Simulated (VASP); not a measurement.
Set up this calculation in VASP 6.6.1, as the native input.

```
Task                   : single point
Functional             : PBE
Potentials or basis    : VASP PAW PBE potentials, release 64 (K_sv, Cl)
Cutoff                 : 520 eV
k mesh                 : 8 × 8 × 8
Occupations            : gaussian, width 0.01 eV
Spin                   : no spin polarisation
Dipole correction      : no
Further INCAR settings : ALGO = Normal; EDIFF = 1e-06; NBANDS = 15
```

The structure of KCl lies in POSCAR:

```
KCl
1.0
    3.7711682852      0.0000000000      0.0000000000
    0.0000000000      3.7711682852      0.0000000000
    0.0000000000      0.0000000000      3.7711682852
K Cl
1 1
Direct
    0.0000000000      0.0000000000      0.0000000000
    0.5000000000      0.5000000000      0.5000000000
```

The input as run:

INCAR

```
SYSTEM = KCl
  ALGO = Normal
  EDIFF = 1E-6
  ENCUT = 520
  GGA = PE
  ISIF = 2
  ISMEAR = 0
  LASPH = .True.
  LCHARG = .False.
  LREAL = .False.
  LWAVE = .False.
  NBANDS = 15
  NELM = 60
  PREC = Accurate
  SIGMA = 0.01
```

KPOINTS

```
k-points
0
Gamma
  8 8 8
  0 0 0
```

Potentials or basis: VASP PAW PBE potentials, release 64 (K_sv, Cl).

Run with:

```console
$ cat potpaw_PBE.64/K_sv/POTCAR potpaw_PBE.64/Cl/POTCAR > POTCAR
$ mpirun -np 1 vasp_std > vasp.out
```

Results of the run:

The pressure is 1.1 GPa and the band gap on the k mesh is 5.03 eV (least direct gap 5.24 eV).

Caveat: the structure was generated, so it needn't be the stable form of KCl.

Wall time 17 s on 1 thread of AMD EPYC 7R13 Processor (Zen 3), on a shared host, peak memory 0.14 GiB.
